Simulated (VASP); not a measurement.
# LaBeO3 (Pm-3m) in VASP: further runs, part 2 of 2

VASP 6.6.1. Earlier steps stand in the parts before.

### 3 Relaxation of cell and atoms, LDA

This run uses another cell than the first one, of 10.19 Å³/atom, 1.073 times its volume.

The input, INCAR:

```
PREC = Accurate
ENCUT = 600
EDIFF = 1E-6
ISMEAR = -1
SIGMA = 0.05
LREAL = False
LASPH = True
NELM = 80
ALGO = Normal
ISIF = 3
LWAVE = False
LCHARG = False
IBRION = 2
NSW = 50
EDIFFG = -0.01
```

The input, KPOINTS:

```
regular mesh
0
Gamma
  7 7 7
```

The input, POSCAR:

```
LaBeO3
1.0
    3.7075970000      0.0000000000      0.0000000000
    0.0000000000      3.7075970000      0.0000000000
    0.0000000000      0.0000000000      3.7075970000
La Be O
1 1 3
Direct
    0.0000000000      0.0000000000      0.0000000000
    0.5000000000      0.5000000000      0.5000000000
    0.5000000000      0.5000000000      0.0000000000
    0.5000000000      0.0000000000      0.5000000000
    0.0000000000      0.5000000000      0.5000000000
```

Potentials or basis: VASP PAW LDA potentials, release 64 (La, Be, O).

The run is started by

```
cat potpaw_LDA.64/La/POTCAR potpaw_LDA.64/Be/POTCAR potpaw_LDA.64/O/POTCAR > POTCAR
mpirun -np 1 vasp_std > vasp.out
```

OUTCAR:

```text
PREC = Accurate
   ENCUT = 600
   EDIFF = 1E-6
   ISMEAR = -1
   LREAL = False
   LASPH = True
   NELM = 80
   ISIF = 3
   IBRION = 2
   NSW = 50
   EDIFFG = -0.01

 ion  position               nearest neighbor table
   1  0.000  0.000  0.000-   3 2.62   4 2.62   5 2.62   4 2.62   5 2.62   3 2.62   5 2.62   5 2.62
                             3 2.62   4 2.62   4 2.62   3 2.62
   2  0.500  0.500  0.500-   3 1.85   4 1.85   5 1.85   3 1.85   4 1.85   5 1.85
   3  0.500  0.500  0.000-   2 1.85   2 1.85   1 2.62   1 2.62   1 2.62   1 2.62
   4  0.500  0.000  0.500-   2 1.85   2 1.85   1 2.62   1 2.62   1 2.62   1 2.62
   5  0.000  0.500  0.500-   2 1.85   2 1.85   1 2.62   1 2.62   1 2.62   1 2.62

  LATTYP: Found a simple cubic cell.
 ALAT       =     3.7075970000

  Lattice vectors:

 A1 = (   3.7075970000,   0.0000000000,   0.0000000000)
 A2 = (   0.0000000000,   3.7075970000,   0.0000000000)
 A3 = (   0.0000000000,   0.0000000000,   3.7075970000)

Analysis of symmetry for initial positions (statically):
=====================================================================
 Subroutine PRICEL returns:
 Original cell was already a primitive cell.

 Routine SETGRP: Setting up the symmetry group for a
 simple cubic supercell.

 Subroutine GETGRP returns: Found 48 space group operations
 (whereof 48 operations were pure point group operations)
 out of a pool of 48 trial point group operations.

The static configuration has the point symmetry O_h .

Analysis of symmetry for dynamics (positions and initial velocities):
=====================================================================
 Subroutine PRICEL returns:
 Original cell was already a primitive cell.

 Routine SETGRP: Setting up the symmetry group for a
 simple cubic supercell.

 Subroutine GETGRP returns: Found 48 space group operations
 (whereof 48 operations were pure point group operations)
 out of a pool of 48 trial point group operations.

The dynamic configuration has the point symmetry O_h .

[... 107 lines left out ...]
   POTIM  = 0.5000    time-step for ionic-motion
   TEBEG  =    0.0;   TEEND  =   0.0 temperature during run
   PSTRESS=    0.0 pullay stress
   NELECT =      31.0000    total number of electrons
   NUPDOWN=      -1.0000    fix difference up-down
   EMIN   =  10.00;   EMAX   =-10.00  energy-range for DOS
   EFERMI =   0.00;   METHOD = LEGACY
   ISMEAR =    -1;   SIGMA  =   0.05  broadening in eV -4-tet -1-fermi 0-gaus
   EFERMI_NEDOS =   21; number of points for ismear=-14 and -15
   IALGO  =     38    algorithm
   IMIX   =      4    mixing-type and parameters
     AMIX     =   0.40;   BMIX     =  1.00
     AMIX_MAG =   1.60;   BMIX_MAG =  1.00
  volume/ion in A,a.u.               =      10.19        68.79
  Fermi-wavevector in a.u.,A,eV,Ry     =   1.387084  2.621209 26.177650  1.924003
  Thomas-Fermi vector in A             =   2.511339
   LORBIT       =      0    0 simple, 1 ext, 2 COOP (PROOUT), +10 PAW based schemes
   GGA     = CA    functional components
   LHFCALC =     F    Hartree Fock is set to
   AEXX    =    0.0000 exact exchange contribution
   IVDW    =     0    specifies the selected vdW correction
   LEPSILON=     F    determine dielectric tensor
   LRPA    =     F    only Hartree local field effects (RPA)
 conjugate gradient relaxation of ions
 non-spin polarized calculation
  energy-cutoff  :      600.00
  volume of cell :       50.97
 maximum number of plane-waves:      1743
 NGX is ok and might be reduce to    30
   NGX = 15   NGY = 15   NGZ = 15

--------------------------------------- Ionic step        1  -------------------------------------------

 number of electron      30.9999983 magnetization

 Free energy of the ion-electron system (eV)
  ---------------------------------------------------
  ext. energy  EPLUGINS =         0.00000000
  ---------------------------------------------------
  free energy    TOTEN  =       -40.13348659 eV

  energy without entropy =      -40.09072282  energy(sigma->0) =      -40.11210471

------------------------ aborting loop because EDIFF is reached ----------------------------------------

  FORCE on cell =-STRESS in cart. coord.  units (eV):
  Direction    XX          YY          ZZ          XY          YZ          ZX
  --------------------------------------------------------------------------------------
  -------------------------------------------------------------------------------------
  Total       -3.9562059     -3.9562059     -3.9562059     -0.0000000      0.0000000      0.0000000
  in kB     -124.3689312   -124.3689312   -124.3689312     -0.0000000      0.0000000      0.0000000
  external PRESSURE =    -124.3689312 kB  Pullay stress =       0.0000000 kB
[... 65 lines left out ...]
--------------------------------------- Ionic step        3  -------------------------------------------

 number of electron      30.9999988 magnetization

 Free energy of the ion-electron system (eV)
  ---------------------------------------------------
  ext. energy  EPLUGINS =         0.00000000
  ---------------------------------------------------
  free energy    TOTEN  =       -40.27795349 eV

  energy without entropy =      -40.23851347  energy(sigma->0) =      -40.25823348

 E-fermi :   7.5276     XC(G=0): -12.5102

 val. band max:        7.5205891343   @ k =   0.4286   0.4286   0.2857
 cond. band min:       7.5455607364   @ k =   0.2857   0.1429   0.1429
 fundamental gap:      0.0249716021
 Fermi energy:         7.5275857974

 k-point     1 :       0.0000    0.0000    0.0000
  band No.  band energies     occupation
      1     -22.0993      2.00000
      2     -10.2704      2.00000
      3      -7.9865      2.00000
      4      -7.9865      2.00000
      5      -5.7286      2.00000
      6      -5.7286      2.00000
[... 461 lines left out ...]
  FREE ENERGIE OF THE ION-ELECTRON SYSTEM (eV)
  ---------------------------------------------------
  free  energy   TOTEN  =       -40.2779534855 eV

  energy  without entropy=      -40.2385134703  energy(sigma->0) =      -40.25823348

 reached required accuracy - stopping structural energy minimisation
```

CONTCAR:

```text
LaBeO3
   1.00000000000000
     3.6208952788029336   -0.0000000000000000    0.0000000000000000
    -0.0000000000000000    3.6208952788029336    0.0000000000000000
     0.0000000000000000    0.0000000000000000    3.6208952788029336
  La              Be              O
     1     1     3
Direct
     0.0000000000000000    0.0000000000000000    0.0000000000000000
     0.5000000000000000    0.5000000000000000    0.5000000000000000
     0.5000000000000000    0.5000000000000000    0.0000000000000000
     0.5000000000000000    0.0000000000000000    0.5000000000000000
     0.0000000000000000    0.5000000000000000    0.5000000000000000

  0.00000000E+00  0.00000000E+00  0.00000000E+00
  0.00000000E+00  0.00000000E+00  0.00000000E+00
  0.00000000E+00  0.00000000E+00  0.00000000E+00
  0.00000000E+00  0.00000000E+00  0.00000000E+00
  0.00000000E+00  0.00000000E+00  0.00000000E+00
```

It took 31 s on 1 thread of Intel Xeon Platinum 8559C (Emerald Rapids), shared host; peak memory 0.17 GiB.

What came out:

| Quantity | Value |
| --- | --- |
| Free energy | -40.2780 eV |
| Relaxed volume | 9.49 Å³/atom |
| Relaxed cell | a = 3.621 Å, b = 3.621 Å, c = 3.621 Å, α = 90.00°, β = 90.00°, γ = 90.00° |
| Space group after relaxing (to 0.05 Å) | Pm-3m (No. 221) |
| Energy gained by relaxing | 28.9 meV/atom |
| Ionic steps | 3 |
| Pressure after relaxing | -0.1 GPa |

The path:
| step | energy change (eV) | largest force (eV/Å) | pressure (GPa) | volume (Å³) |
| --- | --- | --- | --- | --- |
| 1 | 0.0000 | 0.0000 | -12.44 | 50.97 |
| 2 | -0.0805 | 0.0000 | 10.09 | 45.35 |
| 3 | -0.1445 | 0.0000 | -0.06 | 47.47 |

Final structure:
```cif
data_structure
_symmetry_space_group_name_H-M 'P 1'
_symmetry_Int_Tables_number 1
_cell_length_a 3.6209
_cell_length_b 3.6209
_cell_length_c 3.6209
_cell_angle_alpha 90.000
_cell_angle_beta 90.000
_cell_angle_gamma 90.000
_cell_volume 47.47
loop_
_atom_site_label
_atom_site_type_symbol
_atom_site_fract_x
_atom_site_fract_y
_atom_site_fract_z
_atom_site_occupancy
La1 La 0.00000 0.00000 0.00000 1
Be1 Be 0.50000 0.50000 0.50000 1
O1 O 0.50000 0.50000 0.00000 1
O2 O 0.50000 0.00000 0.50000 1
O3 O 0.00000 0.50000 0.50000 1
```

Caveat: spin-orbit coupling is left out, which moves the levels of the heavy elements; an odd number of electrons without spin polarisation forces a metal; a magnetic or distorted state may lie lower.
